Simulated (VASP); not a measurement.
# Zn8Se3S5 (P1) in VASP: relaxation of volume and atoms at fixed shape with PBEsol

Aim: the relaxation of volume and atoms at fixed shape of Zn8Se3S5 with PBEsol.

Program: VASP 6.6.1. These are calculated values, not measurements. Logs are shortened: lines on timing, memory, paths and dates and some standing lists are left out, and cuts for length are marked.

## (1) The cell of the first run

The typed cell holds 64 atoms: a = 10.923 Å, b = 10.923 Å, c = 10.923 Å, α = 90.00°, β = 90.00°, γ = 90.00°.

## (2) Relaxation of volume and atoms at fixed shape, PBEsol

INCAR reads:

```
SYSTEM = Zn8Se3S5
PREC = Accurate
ENCUT = 500
EDIFF = 1E-7
ISMEAR = -1
SIGMA = 0.05
LREAL = Auto
LASPH = .TRUE.
NELM = 120
ALGO = Normal
ISIF = 8
LWAVE = .FALSE.
LCHARG = .FALSE.
GGA = PS
IBRION = 2
NSW = 100
EDIFFG = -0.03
ISYM = -1
GGA_COMPAT = .FALSE.
NELMIN = 4
KPAR = 1
```

KPOINTS reads:

```
explicit points
1
Reciprocal
  0.25000000   0.25000000   0.25000000 1
```

POSCAR reads:

```
Zn8Se3S5
1.0
   10.9231360000      0.0000000000      0.0000000000
    0.0000000000     10.9231360000      0.0000000000
    0.0000000000      0.0000000000     10.9231360000
Zn S Se
32 20 12
Direct
    0.0011310000      0.0005310000      0.0016150000
    0.9994610000      0.0013310000      0.4979050000
    0.0014240000      0.4985310000      0.9992750000
    0.9996700000      0.4987920000      0.4988140000
    0.4980000000      0.0002620000      0.9983750000
    0.5001290000      0.0005450000      0.4997380000
    0.4994640000      0.4996300000      0.0015700000
    0.5041140000      0.5003970000      0.4986450000
    0.2519620000      0.2496730000      0.9969630000
    0.2479820000      0.2474220000      0.5006770000
    0.2519860000      0.7495580000      0.0022550000
    0.2527440000      0.7477610000      0.4985460000
    0.7507310000      0.2476080000      0.0033190000
    0.7489570000      0.2519520000      0.4988870000
    0.7508800000      0.7483900000      0.9995490000
    0.7492800000      0.7486830000      0.5031230000
    0.2505650000      0.0018370000      0.2493480000
    0.2504100000      0.0003360000      0.7503500000
    0.2495170000      0.5009550000      0.2506480000
    0.2481180000      0.5026100000      0.7488740000
    0.7507400000      0.9993960000      0.2537490000
    0.7496250000      0.0001600000      0.7501220000
    0.7507400000      0.5001030000      0.2511140000
    0.7531300000      0.5001870000      0.7534850000
    0.0006020000      0.2491600000      0.2488920000
    0.0023930000      0.2482450000      0.7518550000
    0.0029330000      0.7513260000      0.2510230000
    0.0021240000      0.7509230000      0.7461170000
    0.5007150000      0.2522420000      0.2480920000
    0.4999370000      0.2529700000      0.7509860000
    0.4996610000      0.7506170000      0.2512960000
    0.5013280000      0.7514570000      0.7488660000
    0.1251690000      0.1242930000      0.1222560000
    0.1274440000      0.1270750000      0.6252480000
    0.1239490000      0.6219720000      0.1259090000
    0.6237350000      0.1253770000      0.1295430000
    0.6248720000      0.6249320000      0.1243170000
    0.3763490000      0.3733270000      0.1255670000
    0.3737560000      0.3724270000      0.6249590000
    0.3752970000      0.8769430000      0.1250750000
    0.8692810000      0.3717810000      0.1238670000
    0.8730380000      0.3704540000      0.6255640000
    0.8728530000      0.8739990000      0.6243110000
    0.3733010000      0.1275330000      0.3742460000
    0.3719320000      0.6246850000      0.3791320000
    0.8748550000      0.1263770000      0.3763860000
    0.8732210000      0.6264600000      0.8727500000
    0.1250580000      0.3755780000      0.8755190000
    0.1271030000      0.8745300000      0.3742430000
    0.1262190000      0.8768060000      0.8745880000
    0.6228030000      0.3751050000      0.3763860000
    0.6241690000      0.3774360000      0.8758210000
    0.1253430000      0.6251540000      0.6264800000
    0.6226710000      0.1224770000      0.6224590000
    0.6260180000      0.6217790000      0.6250740000
    0.3747280000      0.8767440000      0.6233700000
    0.8783790000      0.8775070000      0.1273820000
    0.3722370000      0.1242280000      0.8769530000
    0.3755390000      0.6243090000      0.8742850000
    0.8771660000      0.1263750000      0.8759200000
    0.8711190000      0.6268800000      0.3725820000
    0.1234840000      0.3737030000      0.3748320000
    0.6273650000      0.8781420000      0.3736440000
    0.6261570000      0.8740980000      0.8744360000
```

Potentials or basis: VASP PAW PBE potentials, release 64 (Zn, S, Se).

Command:

```sh
cat potpaw_PBE.64/Zn/POTCAR potpaw_PBE.64/S/POTCAR potpaw_PBE.64/Se/POTCAR > POTCAR
mpirun -np 4 vasp_std > vasp.out
```

OUTCAR:

```text
SYSTEM = Zn8Se3S5
   PREC = Accurate
   ENCUT = 500
   EDIFF = 1E-7
   ISMEAR = -1
   LREAL = Auto
   LASPH = .TRUE.
   NELM = 120
   ISIF = 8
   GGA = PS
   IBRION = 2
   NSW = 100
   EDIFFG = -0.03
   ISYM = -1
   NELMIN = 4

 ion  position               nearest neighbor table
   1  0.001  0.001  0.002-  33 2.32  57 2.34  60 2.37  50 2.37
   2  0.999  0.001  0.498-  46 2.34  49 2.38  43 2.40  34 2.40
   3  0.001  0.499  0.999-  48 2.34  35 2.35  47 2.41  41 2.42
   4  1.000  0.499  0.499-  62 2.35  53 2.39  42 2.41  61 2.41
   5  0.498  0.000  0.998-  58 2.34  40 2.35  64 2.39  36 2.41
   6  0.500  0.001  0.500-  54 2.32  56 2.35  63 2.37  44 2.39
[... 56 lines left out ...]
  63  0.627  0.878  0.374-  21 2.30   6 2.37  31 2.38  16 2.40
  64  0.626  0.874  0.874-  32 2.35  22 2.36  15 2.37   5 2.39

IMPORTANT INFORMATION: All symmetrisations will be switched off!
NOSYMM: (Re-)initialisation of all symmetry stuff for point group C_1.

----------------------------------------------------------------------------------------

                                     Primitive cell

  volume of cell :    1303.2929

  direct lattice vectors                    reciprocal lattice vectors
    10.923136000  0.000000000  0.000000000     0.091548801  0.000000000  0.000000000
     0.000000000 10.923136000  0.000000000     0.000000000  0.091548801  0.000000000
     0.000000000  0.000000000 10.923136000     0.000000000  0.000000000  0.091548801

  length of vectors
    10.923136000 10.923136000 10.923136000     0.091548801  0.091548801  0.091548801

  position of ions in fractional coordinates (direct lattice)
     0.001131000  0.000531000  0.001615000
     0.999461000  0.001331000  0.497905000
     0.001424000  0.498531000  0.999275000
     0.999670000  0.498792000  0.498814000
     0.498000000  0.000262000  0.998375000
     0.500129000  0.000545000  0.499738000
[... 56 lines left out ...]
     0.627365000  0.878142000  0.373644000
     0.626157000  0.874098000  0.874436000

  ion indices of the primitive-cell ions
   primitive index   ion index
                 1           1
                 2           2
                 3           3
                 4           4
                 5           5
                 6           6
[... 56 lines left out ...]
                63          63
                64          64

----------------------------------------------------------------------------------------

 KPOINTS: explicit points

Read explicit list of k-points.

 Found      1 k-points:

 Following reciprocal coordinates:
            Coordinates               Weight
  0.250000  0.250000  0.250000      1.000000
   k-points           NKPTS =      1   k-points in BZ     NKDIM =      1   number of bands    NBANDS=    348
   number of dos      NEDOS =    301   number of ions     NIONS =     64
   total plane-waves  NPLWV = 512000
   dimension x,y,z NGX =    80 NGY =   80 NGZ =   80
   dimension x,y,z NGXF=   160 NGYF=  160 NGZF=  160
   ions per type =              32  20  12
   NGX,Y,Z   is equivalent  to a cutoff of  12.18, 12.18, 12.18 a.u.
   NGXF,Y,Z  is equivalent  to a cutoff of  24.35, 24.35, 24.35 a.u.
 SYSTEM =  Zn8Se3S5
   PREC   = accura    normal or accurate (medium, high low for compatibility)
   ISTART =      0    job   : 0-new  1-cont  2-samecut
   ICHARG =      2    charge: 1-file 2-atom 10-const
   ISPIN  =      1    spin polarized calculation?
   LNONCOLLINEAR =      F non collinear calculations
   LSORBIT =      F    spin-orbit coupling
   LASPH  =      T    aspherical Exc in radial PAW
   ENCUT  =  500.0 eV  36.75 Ry    6.06 a.u.  19.92 19.92 19.92*2*pi/ulx,y,z
   NELM   =    120;   NELMIN=  4; NELMDL= -5     # of ELM steps
   EDIFF  = 0.1E-06   stopping-criterion for ELM
   LREAL  =      T    real-space projection
   EDIFFG = -.3E-01   stopping-criterion for IOM
   NSW    =    100    number of steps for IOM
   IBRION =      2    ionic relax: 0-MD 1-quasi-New 2-CG
   NFREE  =      1    steps in history (QN), initial steepest desc. (CG)
   ISIF   =      8    stress and relaxation
   ISYM   =     -1    0-nonsym 1-usesym 2-fastsym
   POTIM  = 0.5000    time-step for ionic-motion
   TEBEG  =    0.0;   TEEND  =   0.0 temperature during run
   PSTRESS=    0.0 pullay stress
   NELECT =     576.0000    total number of electrons
   NUPDOWN=      -1.0000    fix difference up-down
   EMIN   =  10.00;   EMAX   =-10.00  energy-range for DOS
   EFERMI =   0.00;   METHOD = LEGACY
   ISMEAR =    -1;   SIGMA  =   0.05  broadening in eV -4-tet -1-fermi 0-gaus
   EFERMI_NEDOS =   21; number of points for ismear=-14 and -15
   IALGO  =     38    algorithm
   IMIX   =      4    mixing-type and parameters
     AMIX     =   0.40;   BMIX     =  1.00
     AMIX_MAG =   1.60;   BMIX_MAG =  1.00
  volume/ion in A,a.u.               =      20.36       137.42
  Fermi-wavevector in a.u.,A,eV,Ry     =   1.247005  2.356498 21.157364  1.555022
  Thomas-Fermi vector in A             =   2.381157
   LORBIT       =      0    0 simple, 1 ext, 2 COOP (PROOUT), +10 PAW based schemes
   GGA     = PS    functional components
   LHFCALC =     F    Hartree Fock is set to
   AEXX    =    0.0000 exact exchange contribution
   IVDW    =     0    specifies the selected vdW correction
   LEPSILON=     F    determine dielectric tensor
   LRPA    =     F    only Hartree local field effects (RPA)
 conjugate gradient relaxation of ions
 non-spin polarized calculation
  energy-cutoff  :      500.00
  volume of cell :     1303.29
 maximum number of plane-waves:     33065
 NGX is ok and might be reduce to    80
   NGX = 39   NGY = 39   NGZ = 39

--------------------------------------- Ionic step        1  -------------------------------------------

 number of electron     575.9999889 magnetization

 Free energy of the ion-electron system (eV)
  ---------------------------------------------------
  ext. energy  EPLUGINS =         0.00000000
  ---------------------------------------------------
  free energy    TOTEN  =      -231.29448007 eV

  energy without entropy =     -231.29448007  energy(sigma->0) =     -231.29448007

------------------------ aborting loop because EDIFF is reached ----------------------------------------

  FORCE on cell =-STRESS in cart. coord.  units (eV):
  Direction    XX          YY          ZZ          XY          YZ          ZX
  --------------------------------------------------------------------------------------
  -------------------------------------------------------------------------------------
  Total        4.4405999      4.5853055      4.5801356     -2.4054817     -0.9118247     -2.7824403
  in kB        5.4589636      5.6368546      5.6304991     -2.9571313     -1.1209337     -3.4205380
  external PRESSURE =       5.5754391 kB  Pullay stress =       0.0000000 kB
[... 275 lines left out ...]
  FREE ENERGIE OF THE ION-ELECTRON SYSTEM (eV)
  ---------------------------------------------------
  free  energy   TOTEN  =      -232.2884340652 eV

  energy  without entropy=     -232.2884340651  energy(sigma->0) =     -232.28843407

[... ionic steps 4 to 9 ...]

--------------------------------------- Ionic step       10  -------------------------------------------

 number of electron     575.9999957 magnetization

------------------------ aborting loop because EDIFF is reached ----------------------------------------

  FORCE on cell =-STRESS in cart. coord.  units (eV):
  Direction    XX          YY          ZZ          XY          YZ          ZX
  --------------------------------------------------------------------------------------
  -------------------------------------------------------------------------------------
  Total        0.3256985      0.2821444      0.2446208     -2.3613931     -2.3101715     -2.3473010
  in kB        0.3999195      0.3464402      0.3003656     -2.8995134     -2.8366193     -2.8822100
  external PRESSURE =       0.3489085 kB  Pullay stress =       0.0000000 kB
[... 181 lines left out ...]
  energy  without entropy=     -232.5811370510  energy(sigma->0) =     -232.58113705

--------------------------------------- Ionic step       12  -------------------------------------------

 number of electron     575.9999966 magnetization

 Free energy of the ion-electron system (eV)
  ---------------------------------------------------
  ext. energy  EPLUGINS =         0.00000000
  ---------------------------------------------------
  free energy    TOTEN  =      -232.58243341 eV

  energy without entropy =     -232.58243341  energy(sigma->0) =     -232.58243341

 E-fermi :   3.1826     XC(G=0):  -9.8216

 val. band max:        1.9039977593   @ k =   0.2500   0.2500   0.2500
 cond. band min:       4.5978921376   @ k =   0.2500   0.2500   0.2500
 fundamental gap:      2.6938943782
 Fermi energy:         3.1826465179

 k-point     1 :       0.2500    0.2500    0.2500
  band No.  band energies     occupation
      1     -11.2403      2.00000
      2     -10.9762      2.00000
      3     -10.9659      2.00000
      4     -10.9355      2.00000
      5     -10.7545      2.00000
      6     -10.7424      2.00000
[... 292 lines left out ...]
    299       5.7421      0.00000
    300       5.8129      0.00000
 [bands above 300 left out]

------------------------ aborting loop because EDIFF is reached ----------------------------------------

  FORCE on cell =-STRESS in cart. coord.  units (eV):
  Direction    XX          YY          ZZ          XY          YZ          ZX
  --------------------------------------------------------------------------------------
  -------------------------------------------------------------------------------------
  Total       -0.5232429     -0.5703736     -0.6191179     -2.3552776     -2.3746649     -2.3668356
  in kB       -0.6415572     -0.6993451     -0.7591112     -2.8878468     -2.9116179     -2.9020183
  external PRESSURE =      -0.7000045 kB  Pullay stress =       0.0000000 kB
[... 79 lines left out ...]
  FREE ENERGIE OF THE ION-ELECTRON SYSTEM (eV)
  ---------------------------------------------------
  free  energy   TOTEN  =      -232.5824334077 eV

  energy  without entropy=     -232.5824334077  energy(sigma->0) =     -232.58243341

 reached required accuracy - stopping structural energy minimisation
```

Run time: 41 min. Hardware: 4 MPI ranks of Intel Xeon Platinum 8259CL at 2.50GHz (Skylake/Cascade Lake), shared host; peak memory 0.47 GiB.

Results:

| Quantity | Value |
| --- | --- |
| Free energy | -232.5824 eV |
| Relaxed volume | 20.42 Å³/atom |
| Relaxed cell | a = 10.933 Å, b = 10.933 Å, c = 10.933 Å, α = 90.00°, β = 90.00°, γ = 90.00° |
| Space group after relaxing (to 0.1 Å) | P1 (No. 1) |
| Energy gained by relaxing | 20.1 meV/atom |
| Ionic steps | 12 |
| Pressure after relaxing | -0.1 GPa |
| Largest force after relaxing | 0.030 eV/Å |
| Band gap on the k mesh | 2.69 eV |

Forces on the atoms (eV/Å):
```
Zn   0.005  0.007  0.015
Zn  -0.012  0.000 -0.001
Zn   0.012 -0.008  0.010
Zn   0.016  0.008 -0.016
Zn   0.007  0.002 -0.003
Zn   0.008 -0.006  0.019
Zn   0.007  0.002 -0.004
Zn  -0.012  0.008  0.000
Zn  -0.009 -0.014 -0.003
Zn   0.013  0.002  0.008
Zn  -0.006  0.017 -0.004
Zn   0.016 -0.003 -0.016
Zn   0.003  0.002  0.018
Zn   0.020 -0.002 -0.002
Zn  -0.020  0.000 -0.011
Zn   0.015  0.013 -0.005
Zn  -0.003  0.004 -0.005
Zn  -0.003  0.001  0.009
Zn  -0.007  0.011 -0.003
Zn   0.008 -0.023  0.001
Zn  -0.012  0.011 -0.001
Zn  -0.016 -0.008  0.010
Zn   0.015  0.006  0.001
Zn  -0.005 -0.001 -0.010
Zn  -0.004 -0.005  0.000
Zn  -0.002  0.010 -0.004
Zn  -0.005 -0.012  0.006
Zn  -0.007  0.010  0.006
Zn   0.007 -0.019 -0.002
Zn  -0.003 -0.003 -0.008
Zn   0.003  0.000 -0.004
Zn  -0.006  0.005  0.000
S    0.003 -0.009  0.009
S    0.002 -0.002 -0.004
S    0.007  0.008 -0.006
S    0.005  0.012 -0.008
S    0.000  0.000 -0.006
S    0.009 -0.002  0.005
S    0.013  0.007 -0.003
S    0.005 -0.007 -0.006
S   -0.008  0.002 -0.009
S   -0.021 -0.013  0.016
S    0.015 -0.019  0.000
S   -0.002 -0.008  0.010
S    0.004  0.008  0.021
S    0.000 -0.016  0.006
S   -0.021 -0.001 -0.006
S    0.003  0.008 -0.004
S   -0.011 -0.004  0.013
S   -0.003 -0.003 -0.009
S   -0.012  0.010  0.011
S   -0.003  0.008 -0.025
Se   0.002  0.008  0.018
Se   0.008 -0.013  0.008
Se  -0.009  0.013 -0.011
Se   0.006 -0.004  0.001
Se  -0.006  0.003 -0.010
Se  -0.006 -0.009  0.001
Se   0.002 -0.002 -0.009
Se  -0.013 -0.007 -0.018
Se  -0.003  0.003  0.010
Se   0.010  0.013  0.012
Se  -0.001  0.002 -0.001
Se   0.007  0.000 -0.003
```

Step by step:
| step | energy change (eV) | largest force (eV/Å) | pressure (GPa) | volume (Å³) |
| --- | --- | --- | --- | --- |
| 1 | 0.0000 | 1.1668 | 0.56 | 1303.29 |
| 2 | -0.8162 | 0.5464 | -0.45 | 1316.71 |
| 3 | -0.9940 | 0.4204 | -1.06 | 1326.89 |
| 4 | -1.1893 | 0.2943 | 0.31 | 1300.77 |
| 5 | -1.1906 | 0.2824 | 0.45 | 1298.38 |
| 6 | -1.2585 | 0.1170 | 0.12 | 1303.50 |
| 7 | -1.2664 | 0.1423 | -0.02 | 1305.91 |
| 8 | -1.2789 | 0.0734 | -0.03 | 1305.94 |
| 9 | -1.2826 | 0.0824 | -0.03 | 1305.97 |
| 10 | -1.2860 | 0.0405 | 0.03 | 1304.83 |
| 11 | -1.2867 | 0.0311 | 0.09 | 1303.91 |
| 12 | -1.2880 | 0.0298 | -0.07 | 1306.71 |

Final structure:
```cif
data_structure
_symmetry_space_group_name_H-M 'P 1'
_symmetry_Int_Tables_number 1
_cell_length_a 10.9327
_cell_length_b 10.9327
_cell_length_c 10.9327
_cell_angle_alpha 90.000
_cell_angle_beta 90.000
_cell_angle_gamma 90.000
_cell_volume 1306.71
loop_
_atom_site_label
_atom_site_type_symbol
_atom_site_fract_x
_atom_site_fract_y
_atom_site_fract_z
_atom_site_occupancy
Zn1 Zn 0.00976 0.00178 0.00060 1
Zn2 Zn 0.00142 0.00151 0.49794 1
Zn3 Zn 0.00049 0.49956 0.00133 1
Zn4 Zn 0.99506 0.49405 0.50397 1
Zn5 Zn 0.49922 0.00088 0.01084 1
Zn6 Zn 0.49441 0.00717 0.49368 1
Zn7 Zn 0.50354 0.49483 0.00524 1
Zn8 Zn 0.49585 0.49491 0.49386 1
Zn9 Zn 0.24566 0.25642 0.00626 1
Zn10 Zn 0.25342 0.24463 0.50326 1
Zn11 Zn 0.24587 0.75412 0.00463 1
Zn12 Zn 0.24928 0.74835 0.48935 1
Zn13 Zn 0.74548 0.25279 0.00452 1
Zn14 Zn 0.75469 0.25613 0.49428 1
Zn15 Zn 0.75201 0.73899 0.00294 1
Zn16 Zn 0.75460 0.75446 0.50444 1
Zn17 Zn 0.25005 0.00234 0.25014 1
Zn18 Zn 0.24016 0.00103 0.75112 1
Zn19 Zn 0.25365 0.50263 0.24496 1
Zn20 Zn 0.24938 0.49149 0.75053 1
Zn21 Zn 0.75161 0.00980 0.25017 1
Zn22 Zn 0.75550 0.99808 0.74598 1
Zn23 Zn 0.74552 0.49505 0.24584 1
Zn24 Zn 0.75628 0.49407 0.75701 1
Zn25 Zn 0.99598 0.24648 0.24414 1
Zn26 Zn 0.00556 0.25413 0.74630 1
Zn27 Zn 0.01079 0.74984 0.25066 1
Zn28 Zn 0.99658 0.75362 0.75590 1
Zn29 Zn 0.49813 0.25133 0.25058 1
Zn30 Zn 0.50100 0.26015 0.75202 1
Zn31 Zn 0.49644 0.74513 0.24480 1
Zn32 Zn 0.49899 0.74914 0.75018 1
S1 S 0.12658 0.12609 0.12627 1
S2 S 0.12335 0.12522 0.62330 1
S3 S 0.12603 0.62349 0.12372 1
S4 S 0.62321 0.12876 0.12821 1
S5 S 0.62362 0.62095 0.12547 1
S6 S 0.37574 0.37477 0.12632 1
S7 S 0.37416 0.37349 0.62300 1
S8 S 0.37181 0.87496 0.12797 1
S9 S 0.87386 0.37474 0.12357 1
S10 S 0.87472 0.37255 0.62681 1
S11 S 0.87996 0.87678 0.62444 1
S12 S 0.37248 0.12777 0.37088 1
S13 S 0.37495 0.62275 0.37054 1
S14 S 0.87703 0.12736 0.37471 1
S15 S 0.87753 0.62197 0.87686 1
S16 S 0.12338 0.37482 0.87705 1
S17 S 0.12669 0.87846 0.37319 1
S18 S 0.12411 0.87433 0.87674 1
S19 S 0.62369 0.37347 0.37180 1
S20 S 0.62635 0.37585 0.87874 1
Se1 Se 0.12366 0.62496 0.62556 1
Se2 Se 0.62578 0.12954 0.62252 1
Se3 Se 0.62673 0.61898 0.62512 1
Se4 Se 0.37071 0.87641 0.62228 1
Se5 Se 0.87784 0.87516 0.12561 1
Se6 Se 0.37268 0.12771 0.87766 1
Se7 Se 0.37300 0.62191 0.87934 1
Se8 Se 0.87767 0.12824 0.87615 1
Se9 Se 0.87487 0.62345 0.37230 1
Se10 Se 0.12586 0.37214 0.37280 1
Se11 Se 0.62371 0.87579 0.37195 1
Se12 Se 0.62687 0.87431 0.87884 1
```

Levels at points of the mesh, in eV from the valence-band top:
| k point | band 286 | band 287 | band 288 | band 289 | band 290 | band 291 |
| --- | --- | --- | --- | --- | --- | --- |
| (0.25, 0.25, 0.25) | -0.36 | -0.01 | 0.00 | 2.69 | 3.11 | 3.47 |

Caveat: the PAW data sets were made with another functional, which shifts forces and pressure a little; a shifted mesh leaves out Γ, where band edges can lie. A k mesh can miss the band edges.
